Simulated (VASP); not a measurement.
# P (P6/mmm) in VASP: a series of runs

The runs below take P through single point, with PBE.

Program: VASP 6.6.1. These are calculated values, not measurements. Logs are shortened: lines on timing, memory, paths and dates and some standing lists are left out, and cuts for length are marked.

**1. The cell of the first run**

The structure is hexagonal, space group P6/mmm (No. 191). The conventional cell has a = 3.352 Å, b = 3.352 Å, c = 1.991 Å, α = 90.00°, β = 90.00°, γ = 120.00°. Within 2.6 Å of P (site symmetry 6/mmm) lie 14 P at 1.99 to 2.18 Å. Within 2.6 Å of P (site symmetry -6m2) lie 11 P at 1.94 to 2.18 Å.

**2. Single point, PBE**

File INCAR:

```
SYSTEM = P
PREC     = Accurate       ! precision mode
ENCUT    = 520            ! plane-wave cutoff, eV
EDIFF    = 1E-6           ! SCF threshold, eV
ISMEAR   = -1             ! smearing method
SIGMA    = 0.05           ! smearing width, eV
LREAL    = .False.        ! projectors in reciprocal space
LASPH    = .True.         ! aspherical terms in the spheres
NELM     = 100            ! most SCF steps
ALGO     = Normal         ! electronic algorithm
ISIF     = 2              ! what is computed and relaxed
LWAVE    = .False.        ! write WAVECAR
LCHARG   = .False.        ! write CHGCAR
GGA      = PE             ! functional
NBANDS   = 14             ! bands
```

File KPOINTS:

```
Automatic mesh
0
Gamma
  9 9 12
  0 0 0
```

File POSCAR:

```
P
1.0
    3.3516927431      0.0000000000      0.0000000000
   -1.6758463716      2.9026510612      0.0000000000
    0.0000000000      0.0000000000      1.9908501593
P
3
Direct
    0.0000000000      0.0000000000      0.0000000000
    0.3333333333      0.6666666667      0.5000000000
    0.6666666667      0.3333333333      0.5000000000
```

Potentials or basis: VASP PAW PBE potentials, release 64 (P).

The run is started by

```sh
> cat potpaw_PBE.64/P/POTCAR > POTCAR
> mpirun -np 1 vasp_std > vasp.out
```

OUTCAR:

```text
SYSTEM = P
   PREC = Accurate
   ENCUT = 520
   EDIFF = 1E-6
   ISMEAR = -1
   LREAL = .False.
   LASPH = .True.
   NELM = 100
   ISIF = 2
   GGA = PE

 ion  position               nearest neighbor table
   1  0.000  0.000  0.000-   2 2.18   3 2.18   2 2.18   3 2.18   3 2.18   3 2.18   2 2.18   2 2.18
                             3 2.18   3 2.18   2 2.18   2 2.18
   2  0.333  0.667  0.500-   3 1.94   3 1.94   3 1.94   1 2.18   1 2.18   1 2.18   1 2.18   1 2.18
                             1 2.18   3 2.78   3 2.78   3 2.78   3 2.78   3 2.78   3 2.78
   3  0.667  0.333  0.500-   2 1.94   2 1.94   2 1.94   1 2.18   1 2.18   1 2.18   1 2.18   1 2.18
                             1 2.18   2 2.78   2 2.78   2 2.78   2 2.78   2 2.78   2 2.78

  LATTYP: Found a hexagonal cell.
 ALAT       =     3.3516927431
 C/A-ratio  =     0.5939834919

  Lattice vectors:

 A1 = (   3.3516927431,   0.0000000000,   0.0000000000)
 A2 = (  -1.6758463716,   2.9026510612,   0.0000000000)
 A3 = (   0.0000000000,   0.0000000000,   1.9908501593)

Analysis of symmetry for initial positions (statically):
=====================================================================
 Subroutine PRICEL returns:
 Original cell was already a primitive cell.

 Routine SETGRP: Setting up the symmetry group for a
 hexagonal supercell.

 Subroutine GETGRP returns: Found 24 space group operations
 (whereof 24 operations were pure point group operations)
 out of a pool of 24 trial point group operations.

The static configuration has the point symmetry D_6h.

Analysis of symmetry for dynamics (positions and initial velocities):
=====================================================================
 Subroutine PRICEL returns:
 Original cell was already a primitive cell.

 Routine SETGRP: Setting up the symmetry group for a
 hexagonal supercell.

 Subroutine GETGRP returns: Found 24 space group operations
 (whereof 24 operations were pure point group operations)
 out of a pool of 24 trial point group operations.

The dynamic configuration has the point symmetry D_6h.

 Subroutine INISYM returns: Found 24 space group operations
 (whereof 24 operations are pure point group operations),
 and found     1 'primitive' translations

----------------------------------------------------------------------------------------

                                     Primitive cell

  volume of cell :      19.3686

  direct lattice vectors                    reciprocal lattice vectors
     3.351692743  0.000000000  0.000000000     0.298356704  0.172256323  0.000000000
    -1.675846372  2.902651061  0.000000000     0.000000000  0.344512647  0.000000000
     0.000000000  0.000000000  1.990850159     0.000000000  0.000000000  0.502297973

  length of vectors
     3.351692743  3.351692743  1.990850159     0.344512647  0.344512647  0.502297973

  position of ions in fractional coordinates (direct lattice)
     0.000000000  0.000000000  0.000000000
     0.333333333  0.666666667  0.500000000
     0.666666667  0.333333333  0.500000000

  ion indices of the primitive-cell ions
   primitive index   ion index
                 1           1
                 2           2
                 3           3

----------------------------------------------------------------------------------------

 KPOINTS: Automatic mesh

Automatic generation of k-mesh.
 Grid dimensions read from file:
 generate k-points for:    9    9   12

 Generating k-lattice:

  Cartesian coordinates                     Fractional coordinates (reciprocal lattice)
     0.033150745  0.019139591  0.000000000     0.111111111  0.000000000  0.000000000
     0.000000000  0.038279183  0.000000000     0.000000000  0.111111111  0.000000000
     0.000000000  0.000000000  0.041858164     0.000000000  0.000000000  0.083333333

  Length of vectors
     0.038279183  0.038279183  0.041858164

  Shift w.r.t. Gamma in fractional coordinates (k-lattice)
     0.000000000  0.000000000  0.000000000

 Subroutine IBZKPT returns following result:
 ===========================================

 Found     84 irreducible k-points:

 Following reciprocal coordinates:
            Coordinates               Weight
  0.000000  0.000000  0.000000      1.000000
  0.111111 -0.000000  0.000000      6.000000
  0.222222 -0.000000  0.000000      6.000000
  0.333333  0.000000  0.000000      6.000000
  0.444444 -0.000000  0.000000      6.000000
  0.111111  0.111111  0.000000      6.000000
[... 16 lines left out ...]
  0.333333  0.222222  0.083333     24.000000
  0.333333  0.333333  0.083333      4.000000
 [... further k-points ...]
   k-points           NKPTS =     84   k-points in BZ     NKDIM =     84   number of bands    NBANDS=     14
   number of dos      NEDOS =    301   number of ions     NIONS =      3
   total plane-waves  NPLWV =  12544
   dimension x,y,z NGX =    28 NGY =   28 NGZ =   16
   dimension x,y,z NGXF=    56 NGYF=   56 NGZF=   32
   ions per type =               3
   NGX,Y,Z   is equivalent  to a cutoff of  13.89, 13.89, 13.36 a.u.
   NGXF,Y,Z  is equivalent  to a cutoff of  27.78, 27.78, 26.72 a.u.
 SYSTEM =  P
   PREC   = accura    normal or accurate (medium, high low for compatibility)
   ISTART =      0    job   : 0-new  1-cont  2-samecut
   ICHARG =      2    charge: 1-file 2-atom 10-const
   ISPIN  =      1    spin polarized calculation?
   LNONCOLLINEAR =      F non collinear calculations
   LSORBIT =      F    spin-orbit coupling
   LASPH  =      T    aspherical Exc in radial PAW
   ENCUT  =  520.0 eV  38.22 Ry    6.18 a.u.   6.23  6.23  3.70*2*pi/ulx,y,z
   NELM   =    100;   NELMIN=  2; NELMDL= -5     # of ELM steps
   EDIFF  = 0.1E-05   stopping-criterion for ELM
   LREAL  =      F    real-space projection
   EDIFFG = 0.1E-04   stopping-criterion for IOM
   NSW    =      0    number of steps for IOM
   IBRION =     -1    ionic relax: 0-MD 1-quasi-New 2-CG
   NFREE  =      0    steps in history (QN), initial steepest desc. (CG)
   ISIF   =      2    stress and relaxation
   ISYM   =      2    0-nonsym 1-usesym 2-fastsym
   POTIM  = 0.5000    time-step for ionic-motion
   TEBEG  =    0.0;   TEEND  =   0.0 temperature during run
   PSTRESS=    0.0 pullay stress
   NELECT =      15.0000    total number of electrons
   NUPDOWN=      -1.0000    fix difference up-down
   EMIN   =  10.00;   EMAX   =-10.00  energy-range for DOS
   EFERMI =   0.00;   METHOD = LEGACY
   ISMEAR =    -1;   SIGMA  =   0.05  broadening in eV -4-tet -1-fermi 0-gaus
   EFERMI_NEDOS =   21; number of points for ismear=-14 and -15
   IALGO  =     38    algorithm
   IMIX   =      4    mixing-type and parameters
     AMIX     =   0.40;   BMIX     =  1.00
     AMIX_MAG =   1.60;   BMIX_MAG =  1.00
  volume/ion in A,a.u.               =       6.46        43.57
  Fermi-wavevector in a.u.,A,eV,Ry     =   1.503394  2.841002 30.751786  2.260193
  Thomas-Fermi vector in A             =   2.614510
   LORBIT       =      0    0 simple, 1 ext, 2 COOP (PROOUT), +10 PAW based schemes
   GGA     = PE    functional components
   LHFCALC =     F    Hartree Fock is set to
   AEXX    =    0.0000 exact exchange contribution
   IVDW    =     0    specifies the selected vdW correction
   LEPSILON=     F    determine dielectric tensor
   LRPA    =     F    only Hartree local field effects (RPA)
 non-spin polarized calculation
  energy-cutoff  :      520.00
  volume of cell :       19.37
 maximum number of plane-waves:       534
 NGX is ok and might be reduce to    28
   NGX = 13   NGY = 13   NGZ =  7

 number of electron      14.9999999 magnetization

 Free energy of the ion-electron system (eV)
  ---------------------------------------------------
  ext. energy  EPLUGINS =         0.00000000
  ---------------------------------------------------
  free energy    TOTEN  =         0.02678521 eV

  energy without entropy =        0.03573166  energy(sigma->0) =        0.03125843

 E-fermi :  25.4912     XC(G=0): -15.2975

 val. band max:       25.4434884774   @ k =   0.4444   0.1111   0.3333
 cond. band min:      25.5287409823   @ k =   0.3333   0.2222   0.1667
 fundamental gap:      0.0852525049
 Fermi energy:        25.4912206365

 k-point     1 :       0.0000    0.0000    0.0000
  band No.  band energies     occupation
      1      -2.0564      2.00000
      2      13.1972      2.00000
      3      13.1972      2.00000
      4      13.2414      2.00000
      5      13.2414      2.00000
      6      16.1543      2.00000
      7      16.5644      2.00000
      8      31.4676      0.00000
      9      32.2616      0.00000
     10      40.8169      0.00000
     11      41.2556      0.00000
     12      41.2556      0.00000
     13      44.4543      0.00000
     14      44.4583      0.00000

 k-point     2 :       0.1111   -0.0000    0.0000
  band No.  band energies     occupation
      1      -1.8485      2.00000
      2      10.6266      2.00000
      3      11.6853      2.00000
      4      13.2636      2.00000
      5      15.1423      2.00000
      6      17.5460      2.00000
      7      18.3965      2.00000
      8      31.6322      0.00000
      9      32.3224      0.00000
     10      38.7223      0.00000
     11      39.0044      0.00000
     12      40.8939      0.00000
     13      42.2264      0.00000
     14      43.1881      0.00000

 k-point     3 :       0.2222   -0.0000    0.0000
  band No.  band energies     occupation
      1      -1.2265      2.00000
      2       7.8071      2.00000
      3      10.5378      2.00000
      4      12.3096      2.00000
      5      17.4558      2.00000
      6      19.6641      2.00000
      7      22.0613      2.00000
      8      32.1272      0.00000
      9      32.2394      0.00000
     10      34.6446      0.00000
     11      36.1392      0.00000
     12      39.6892      0.00000
     13      40.3160      0.00000
     14      41.9505      0.00000
[... 324 lines left out ...]
 k-point    23 :       0.3333    0.2222    0.0833
  band No.  band energies     occupation
      1       2.0881      2.00000
      2       3.9064      2.00000
      3       5.6964      2.00000
      4      16.3999      2.00000
      5      19.7763      2.00000
      6      23.1210      2.00000
      7      28.8723      0.00000
      8      29.3727      0.00000
      9      30.6059      0.00000
     10      32.5384      0.00000
     11      33.8822      0.00000
     12      35.2171      0.00000
     13      36.7903      0.00000
     14      38.1217      0.00000

 k-point    24 :       0.3333    0.3333    0.0833
  band No.  band energies     occupation
      1       3.5627      2.00000
      2       3.7768      2.00000
      3       3.7768      2.00000
      4      19.3931      2.00000
      5      19.7114      2.00000
      6      19.7114      2.00000
      7      30.1702      0.00000
      8      30.1702      0.00000
      9      30.8843      0.00000
     10      34.7473      0.00000
     11      34.7473      0.00000
     12      34.9849      0.00000
     13      35.9827      0.00000
     14      36.2809      0.00000

 [... further k-points ...]
[... 5 lines left out ...]
  --------------------------------------------------------------------------------------
  -------------------------------------------------------------------------------------
  Total       46.7245711     46.7245711     46.7776144     -0.0000000      0.0000000      0.0000000
  in kB     3865.0783506   3865.0783506   3869.4661167     -0.0000001      0.0000000      0.0000000
  external PRESSURE =    3866.5409393 kB  Pullay stress =       0.0000000 kB

 VOLUME and BASIS-vectors are now :
 -----------------------------------------------------------------------------
  energy-cutoff  :      520.00
  volume of cell :       19.37
      direct lattice vectors                 reciprocal lattice vectors
     3.351692743  0.000000000  0.000000000     0.298356704  0.172256323  0.000000000
    -1.675846372  2.902651061  0.000000000     0.000000000  0.344512647  0.000000000
     0.000000000  0.000000000  1.990850159     0.000000000  0.000000000  0.502297973

 POSITION                                       TOTAL-FORCE (eV/Angst)
 -----------------------------------------------------------------------------------
      0.00000      0.00000      0.00000         0.000000      0.000000      0.000000
     -0.00000      1.93510      0.99543        -0.000000     -0.000000      0.000000
      1.67585      0.96755      0.99543         0.000000      0.000000      0.000000
 -----------------------------------------------------------------------------------
    total drift:                                0.000000     -0.000000     -0.000000

  FREE ENERGIE OF THE ION-ELECTRON SYSTEM (eV)
  ---------------------------------------------------
  free  energy   TOTEN  =         0.0267852059 eV

  energy  without entropy=        0.0357316610  energy(sigma->0) =        0.03125843
```

It took 14 s on 1 thread of Intel Xeon Platinum 8375C at 2.90GHz (Ice Lake), shared host; peak memory 0.13 GiB.

Results:

| Quantity | Value |
| --- | --- |
| Free energy | 0.0268 eV |
| Pressure | 386.7 GPa |

Levels at points of the mesh, in eV from the Fermi level:
```csv
k point,band 6,band 7,band 8,band 9,band 10,band 11
"(0.00, 0.00, 0.00)",-9.34,-8.93,5.98,6.77,15.33,15.76
"(0.00, 0.00, 0.50)",-4.55,-4.48,-3.17,-3.17,-2.48,-2.48
```

(Part 1 of 2 ends here.)
